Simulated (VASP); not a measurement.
A run of VASP 6.6.1:

Contents of INCAR:

```
PREC     = Accurate       # precision mode
ENCUT    = 520            # plane-wave cutoff, eV
EDIFF    = 1E-6           # SCF threshold, eV
ISMEAR   = -1             # smearing method
SIGMA    = 0.05           # smearing width, eV
LREAL    = Auto         
LASPH    = T              # aspherical terms in the spheres
NELM     = 100            # most SCF steps
ALGO     = Normal         # electronic algorithm
ISIF     = 2              # what is computed and relaxed
LWAVE    = F              # write WAVECAR
LCHARG   = F              # write CHGCAR
GGA      = PE             # functional
ISYM     = 0            
NBANDS   = 123            # bands
```

KPOINTS

```
Automatic mesh
0
Gamma
  1 1 1
  0.25 0.25 0.25
```

POSCAR

```
Si8Ge13
1.0
    7.5601650000      0.1896520000     -0.0661850000
    0.1896520000      7.8161600000      0.1196190000
   -0.0661850000      0.1196190000      8.0627960000
Ge Si
13 8
Direct
    0.2813918631      0.6281811221      0.5687500369
    0.5621032169      0.7192436031      0.0226796760
    0.1713137194     -0.0100618594      0.5699438493
    0.1266199734      0.7426396355      0.8582002487
    0.3639052757      0.4368081579      0.1402050251
    0.2747902369      0.8704537762      0.2415627509
    0.0215428984      0.5471010908      0.1202792594
    0.7615879891      0.0510829325      0.0782479442
    0.7866963149      0.8614213145      0.8178019312
    0.1493477019      0.1618223404      0.0675863002
    0.6504707825      0.5673708947      0.6526322965
    0.4014973233      0.0139386865      0.8088616863
    0.5653176406      0.3188494318      0.8803969613
    0.9502785064      0.4894978184      0.5978022938
    0.9702590705      0.7946432446      0.3602076955
    0.5978336066      0.1091068335      0.6035512206
    0.9879609033      0.1211555868      0.3478861033
    0.6905058626      0.2621474745      0.3347593455
    0.9159977191      0.3732346152      0.8845144237
    0.5593909551      0.8545228712      0.4117230696
    0.7519190198      0.5822323981      0.2966290730
```

Potentials or basis: VASP PAW PBE potentials, release 64 (Ge_d, Si).

The run is started by

```bash
$ cat potpaw_PBE.64/Ge_d/POTCAR potpaw_PBE.64/Si/POTCAR > POTCAR
$ mpirun -np 1 vasp_std > vasp.out
```

Hardware: 1 thread of Intel(R) Xeon(R) Platinum 8488C (Sapphire Rapids), on a shared host.

**Question.** How long does it take, and how much memory?

**Answer.** Run time: 100 s on 1 thread of Intel(R) Xeon(R) Platinum 8488C (Sapphire Rapids) (shared host), peak memory 0.44 GiB. Counts: scf iterations 17, k points 1.
